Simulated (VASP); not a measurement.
Input of a VASP 6.6.1 run:

File INCAR:

```
ALGO     = Normal         # electronic algorithm
EDIFF    = 1E-6           # SCF threshold, eV
EFERMI   = MIDGAP       
ENCUT    = 400            # plane-wave cutoff, eV
GGA      = PE             # functional
GGA_COMPAT= False        
ISIF     = 2              # what is computed and relaxed
ISMEAR   = 0              # smearing method
ISYM     = 0            
LASPH    = True           # aspherical terms in the spheres
LCHARG   = False          # write CHGCAR
LREAL    = False          # projectors in reciprocal space
LWAVE    = False          # write WAVECAR
NELM     = 120            # most SCF steps
NSIM     = 4            
PREC     = Accurate       # precision mode
SIGMA    = 0.03           # smearing width, eV
```

Contents of KPOINTS:

```
k-points
0
Gamma
  2 2 1
```

The input POSCAR:

```
Cs2AgBiBr6
1.0
    0.0000000000      5.6161000000      5.6161000000
    5.6161000000      0.0000000000      5.6161000000
   16.8483000000     16.8483000000      0.0000000000
Bi Cs Ag Br
3 6 3 18
Direct
   -0.0062260000      0.0080470000      0.0022520000
   -0.0109730000     -0.0027420000      0.3377070000
    0.0048500000      0.0008050000      0.6659830000
    0.7473780000      0.7606560000      0.2473240000
    0.7489070000      0.7421470000      0.5844600000
    0.7478880000      0.7590630000      0.9172570000
    0.2557260000      0.2474370000      0.0834510000
    0.2468640000      0.2469320000      0.4186850000
    0.2525530000      0.2468440000      0.7470990000
    0.5032320000      0.5048330000      0.1652720000
    0.5035990000      0.5072280000      0.4993070000
    0.4912850000      0.4994050000      0.8359780000
    0.7429720000      0.7577080000      0.0837980000
    0.7445010000      0.7558990000      0.4169070000
    0.7474970000      0.7493520000      0.7487670000
    0.2458140000      0.2497380000      0.2505620000
    0.2533810000      0.2469330000      0.5843080000
    0.2438630000      0.2438750000      0.9201970000
    0.7518260000      0.2438600000      0.0825200000
    0.7531760000      0.2418540000      0.4166760000
    0.7585930000      0.2516710000      0.7487440000
    0.7605050000      0.2475260000      0.2462290000
    0.7558370000      0.2540920000      0.5832960000
    0.7537340000      0.2472970000      0.9176730000
    0.2522610000      0.7545430000      0.2495860000
    0.2457690000      0.7504500000      0.5837640000
    0.2519510000      0.7483450000      0.9154530000
    0.2558710000      0.7525400000      0.0835960000
    0.2504320000      0.7513150000      0.4147720000
    0.2522470000      0.7489250000      0.7505660000
```

Potentials or basis: VASP PAW PBE potentials, release 64 (Bi_d, Cs_sv, Ag, Br).

Launch:

```bash
$ cat potpaw_PBE.64/Bi_d/POTCAR potpaw_PBE.64/Cs_sv/POTCAR potpaw_PBE.64/Ag/POTCAR potpaw_PBE.64/Br/POTCAR > POTCAR
$ mpirun -np 8 vasp_std > vasp.out
```

Task: What does it give for the largest force?

Result: 1.127 eV/Å.

Task: What does it give for the pressure?

Result: 2.2 GPa.

Task: Predict the band gap on the k mesh.

Result: 1.27 eV.

Forces in eV/Å, atoms in the order of the input:
```
Bi  -0.908  0.180 -0.306
Bi  -0.766 -0.315  0.764
Bi   0.136  0.179 -0.435
Cs  -0.038  0.019 -0.018
Cs   0.048  0.033  0.017
Cs  -0.030 -0.014 -0.013
Cs   0.048 -0.011 -0.005
Cs  -0.039 -0.060  0.052
Cs   0.061  0.064 -0.023
Ag   0.083  0.062 -0.148
Ag  -0.071 -0.014 -0.152
Ag  -0.048  0.078  0.046
Br  -0.030  0.058 -0.373
Br  -0.015  0.013 -0.761
Br   0.026  0.029 -0.075
Br   0.023  0.014  0.281
Br  -0.062 -0.019  0.571
Br  -0.039 -0.036  0.801
Br   0.979  0.012  0.003
Br   1.050  0.011 -0.008
Br   0.424  0.013 -0.064
Br   0.023 -0.327 -0.026
Br  -0.038 -0.531  0.017
Br  -0.025 -0.516  0.039
Br  -0.239  0.027 -0.057
Br  -0.465 -0.030  0.028
Br  -0.074  0.002  0.007
Br   0.000  0.219 -0.063
Br   0.018  0.662 -0.052
Br  -0.031  0.199 -0.047
```

Caveat: the k points lie up to 0.48 Å⁻¹ apart; the cell differs from its parent crystal (atoms moved at random); spin-orbit coupling is left out, which moves the levels of the heavy elements; forces of over 1 eV/Å act on the atoms, so gaps and moduli don't describe the material at rest. A k mesh can miss the band edges.
